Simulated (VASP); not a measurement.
# AlNi (Cmmm) in VASP: single point with PBEsol+D3(BJ)

Aim: the single point of AlNi with PBEsol+D3(BJ).

All numbers are computed with VASP 6.6.1; they aren't measurements. Logs are shortened: lines on timing, memory, paths and dates and some standing lists are left out, and cuts for length are marked.

## 1. The cell of the first run

The structure is orthorhombic, space group Cmmm (No. 65). The conventional cell has a = 3.877 Å, b = 3.906 Å, c = 3.099 Å, α = 90.00°, β = 90.00°, γ = 90.00°. Within 3.3 Å of Al (site symmetry mmm) lie 8 Ni at 2.48 to 2.49 Å and 6 Al at 2.75 to 3.10 Å. Within 3.3 Å of Ni (site symmetry mmm) lie 8 Al at 2.48 to 2.49 Å and 6 Ni at 2.75 to 3.10 Å.

## 2. Single point, PBEsol+D3(BJ), collinear spin, ferromagnetic start

The input, INCAR:

```
SYSTEM = AlNi
  PREC = Accurate
  ENCUT = 520
  EDIFF = 1E-6
  ISMEAR = -1
  SIGMA = 0.15
  LREAL = .False.
  LASPH = .True.
  NELM = 150
  ALGO = Normal
  ISIF = 2
  LWAVE = .False.
  LCHARG = .False.
  ISPIN = 2
  MAGMOM = 0 2
  LORBIT = 11
  LMAXMIX = 4
  GGA = PS
  IVDW = 12
  NBANDS = 18
```

The input, KPOINTS:

```
regular mesh
0
Gamma
  11 11 10
  0 0 0
```

The input, POSCAR:

```
AlNi
1.0
    2.7519970000      0.0000000000      0.0000000000
   -0.0205005762      2.7519206410      0.0000000000
    0.0000000000      0.0000000000      3.0994300000
Al Ni
1 1
Direct
    0.0000000000      0.0000000000      0.0000000000
    0.5000000000      0.5000000000      0.5000000000
```

Potentials or basis: VASP PAW PBE potentials, release 64 (Al, Ni).

The run is started by

```sh
> cat potpaw_PBE.64/Al/POTCAR potpaw_PBE.64/Ni/POTCAR > POTCAR
> mpirun -np 1 vasp_std > vasp.out
```

OUTCAR:

```text
SYSTEM = AlNi
   PREC = Accurate
   ENCUT = 520
   EDIFF = 1E-6
   ISMEAR = -1
   LREAL = .False.
   LASPH = .True.
   NELM = 150
   ISIF = 2
   ISPIN = 2
   LORBIT = 11
   GGA = PS
   IVDW = 12
 IVDW          = 12

 ion  position               nearest neighbor table
   1  0.000  0.000  0.000-   2 2.48   2 2.48   2 2.48   2 2.48   2 2.49   2 2.49   2 2.49   2 2.49

   2  0.500  0.500  0.500-   1 2.48   1 2.48   1 2.48   1 2.48   1 2.49   1 2.49   1 2.49   1 2.49

  LATTYP: Found a base centered orthorhombic cell.
 ALAT       =     3.8773882869
 B/A-ratio  =     1.0074772996
 C/A-ratio  =     0.7993602318

  Lattice vectors:

 A1 = (   2.7519970000,   0.0000000000,   0.0000000000)
 A2 = (  -0.0205005762,   2.7519206410,   0.0000000000)
 A3 = (   0.0000000000,   0.0000000000,   3.0994300000)

Analysis of symmetry for initial positions (statically):
=====================================================================
 Subroutine PRICEL returns:
 Original cell was already a primitive cell.

 Routine SETGRP: Setting up the symmetry group for a
 base centered orthorhombic supercell.

 Subroutine GETGRP returns: Found  8 space group operations
 (whereof  8 operations were pure point group operations)
 out of a pool of  8 trial point group operations.

The static configuration has the point symmetry D_2h.

Analysis of symmetry for dynamics (positions and initial velocities):
=====================================================================
 Subroutine PRICEL returns:
 Original cell was already a primitive cell.

 Routine SETGRP: Setting up the symmetry group for a
 base centered orthorhombic supercell.

 Subroutine GETGRP returns: Found  8 space group operations
 (whereof  8 operations were pure point group operations)
 out of a pool of  8 trial point group operations.

The dynamic configuration has the point symmetry D_2h.

Analysis of structural, dynamic, and magnetic symmetry:
=====================================================================
 Subroutine PRICEL returns:
 Original cell was already a primitive cell.

 Routine SETGRP: Setting up the symmetry group for a
 base centered orthorhombic supercell.

 Subroutine GETGRP returns: Found  8 space group operations
 (whereof  8 operations were pure point group operations)
 out of a pool of  8 trial point group operations.

The overall configuration has the point symmetry D_2h.
[... 117 lines left out ...]
   IMIX   =      4    mixing-type and parameters
     AMIX     =   0.40;   BMIX     =  1.00
     AMIX_MAG =   1.60;   BMIX_MAG =  1.00
  volume/ion in A,a.u.               =      11.74        79.20
  Fermi-wavevector in a.u.,A,eV,Ry     =   1.344417  2.540580 24.591953  1.807458
  Thomas-Fermi vector in A             =   2.472412
   LORBIT       =     11    0 simple, 1 ext, 2 COOP (PROOUT), +10 PAW based schemes
   GGA     = PS    functional components
   LHFCALC =     F    Hartree Fock is set to
   AEXX    =    0.0000 exact exchange contribution
   IVDW    =    12    specifies the selected vdW correction
   LEPSILON=     F    determine dielectric tensor
   LRPA    =     F    only Hartree local field effects (RPA)
 spin polarized calculation
  energy-cutoff  :      520.00
  volume of cell :       23.47
 maximum number of plane-waves:       643
   NGX = 11   NGY = 11   NGZ = 11

 number of electron      13.0000021 magnetization      -0.0001071

 number of electron      13.0000021 magnetization       0.0000166

 Free energy of the ion-electron system (eV)
  ---------------------------------------------------
  ext. energy  EPLUGINS =         0.00000000
  ---------------------------------------------------
  free energy    TOTEN  =       -11.57503747 eV

  energy without entropy =      -11.50972239  energy(sigma->0) =      -11.54237993

 E-fermi :  10.1715     XC(G=0): -12.2575

 val. band max:       10.1625849734   @ k =  -0.4545   0.2727   0.3000
 cond. band min:      10.1776433361   @ k =   0.3636  -0.0000   0.1000
 fundamental gap:      0.0150583627
 Fermi energy:        10.1715105727

 spin component 1

 k-point     1 :       0.0000    0.0000    0.0000
  band No.  band energies     occupation
      1      -1.1357      1.00000
      2       6.7016      1.00000
      3       6.8379      1.00000
      4       8.4637      0.99999
      5       8.4832      0.99999
      6       8.7727      0.99991
[... 493 lines left out ...]
     17      32.4754      0.00000
     18      37.1158      0.00000

 [... further k-points ...]

 spin component 2

 k-point     1 :       0.0000    0.0000    0.0000
  band No.  band energies     occupation
      1      -1.1357      1.00000
      2       6.7017      1.00000
      3       6.8380      1.00000
      4       8.4639      0.99999
      5       8.4834      0.99999
      6       8.7729      0.99991
[... 493 lines left out ...]
     17      32.4754      0.00000
     18      37.1184      0.00000

 [... further k-points ...]

------------------------ aborting loop because EDIFF is reached ----------------------------------------

 Edisp (eV)   -0.83105

 E8    (eV) :    -0.5525

  FORCE on cell =-STRESS in cart. coord.  units (eV):
  Direction    XX          YY          ZZ          XY          YZ          ZX
  --------------------------------------------------------------------------------------
  -------------------------------------------------------------------------------------
  Total      -0.42343    -0.42165    -1.34902     0.11967     0.00000     0.00000
  in kB     -28.90220   -28.78050   -92.07946     8.16836     0.00000     0.00000
  external pressure =      -49.92 kB  Pullay stress =        0.00 kB

 VOLUME and BASIS-vectors are now :
 -----------------------------------------------------------------------------
  energy-cutoff  :      520.00
  volume of cell :       23.47
      direct lattice vectors                 reciprocal lattice vectors
     2.751997000  0.000000000  0.000000000     0.363372489  0.002706962  0.000000000
    -0.020500576  2.751920641  0.000000000     0.000000000  0.363382572  0.000000000
     0.000000000  0.000000000  3.099430000     0.000000000  0.000000000  0.322639969

 POSITION                                       TOTAL-FORCE (eV/Angst)
 -----------------------------------------------------------------------------------
      0.00000      0.00000      0.00000         0.000000      0.000000      0.000000
      1.36575      1.37596      1.54971        -0.000000      0.000000      0.000000
 -----------------------------------------------------------------------------------
    total drift:                               -0.000000      0.000000      0.000000

  FREE ENERGIE OF THE ION-ELECTRON SYSTEM (eV)
  ---------------------------------------------------
  free  energy   TOTEN  =       -12.4060863392 eV

  energy  without entropy=      -12.3407712633  energy(sigma->0) =      -12.37342880

 total charge

# of ion       s       p       d       tot
------------------------------------------
    1        0.387   0.424   0.000   0.810
    2        0.489   0.540   8.475   9.504
--------------------------------------------------
tot          0.876   0.964   8.475  10.315

 magnetization (x)

# of ion       s       p       d       tot
------------------------------------------
    1        0.000  -0.000   0.000   0.000
    2        0.000   0.000   0.000   0.000
--------------------------------------------------
tot          0.000   0.000   0.000   0.000
```

OSZICAR:

```text
N       E                     dE             d eps       ncg     rms          rms(c)
DAV:   1     0.449247513619E+02    0.44925E+02   -0.50233E+03 16002   0.760E+02
DAV:   2    -0.103162355048E+02   -0.55241E+02   -0.48339E+02 16936   0.163E+02
DAV:   3    -0.129580298503E+02   -0.26418E+01   -0.25850E+01 18592   0.366E+01
DAV:   4    -0.129919942352E+02   -0.33964E-01   -0.33938E-01 18136   0.370E+00
DAV:   5    -0.129927448392E+02   -0.75060E-03   -0.75055E-03 18530   0.596E-01    0.152E+01
DAV:   6    -0.159595102354E+02   -0.29668E+01   -0.51664E+01 17688   0.850E+01    0.186E+01
DAV:   7    -0.116114419194E+02    0.43481E+01   -0.14831E+01 17738   0.490E+01    0.183E+00
DAV:   8    -0.115896372424E+02    0.21805E-01   -0.41643E-01 20558   0.621E+00    0.120E+00
DAV:   9    -0.115750726599E+02    0.14565E-01   -0.57060E-02 19488   0.225E+00    0.632E-01
DAV:  10    -0.115751827184E+02   -0.11006E-03   -0.16011E-03 21558   0.380E-01    0.234E-01
DAV:  11    -0.115750175495E+02    0.16517E-03   -0.17019E-03 19570   0.344E-01    0.809E-02
DAV:  12    -0.115750419670E+02   -0.24417E-04   -0.11943E-04 21002   0.947E-02    0.427E-02
DAV:  13    -0.115750387771E+02    0.31898E-05   -0.64490E-06 19620   0.250E-02    0.239E-02
DAV:  14    -0.115750375253E+02    0.12519E-05   -0.38115E-06 13640   0.224E-02    0.314E-03
DAV:  15    -0.115750374654E+02    0.59901E-07   -0.21360E-07  9058   0.355E-03
   1 F= -.12406086E+02 E0= -.12373429E+02  d E =-.653151E-01  mag=     0.0001
```

stdout:

```text
POSCAR found type information on POSCAR AlNi
 POSCAR found :  2 types and       2 ions
 scaLAPACK will be used
 -----------------------------------------------------------------------------
|                                                                             |
|                                                                             |
|     You enforced a specific xc type in the INCAR file but a different       |
|     I HOPE YOU KNOW WHAT YOU ARE DOING!                                     |
|                                                                             |
 -----------------------------------------------------------------------------

 LDA part: xc-table for (Slater+PW92), standard interpolation
 POSCAR, INCAR and KPOINTS ok, starting setup
 FFT: planning ... GRIDC
 FFT: planning ... GRID_SOFT
 FFT: planning ... GRID
 WAVECAR not read
 entering main loop
```

Wall time 1.7 min (1 thread of Intel Xeon 6975P-C, shared host); peak memory 0.25 GiB.

What came out:

| Property | Result |
| --- | --- |
| Free energy | -12.4061 eV |
| Pressure | -5.0 GPa |
| Net moment | 0.00 μB per cell |
| Valence electrons inside the program's atomic spheres | Al 0.81; Ni 9.50 |
| Dispersion energy per atom | -0.416 eV |

Stress tensor (GPa, compression positive):
```
-2.89  0.82  0.00
 0.82 -2.88  0.00
 0.00  0.00 -9.21
```

Caveat: the starting moments collapsed, and a magnetic state may lie lower; the PAW data sets were made with another functional, which shifts forces and pressure a little; pairwise dispersion overbinds metals, which lowers pressure and volume.
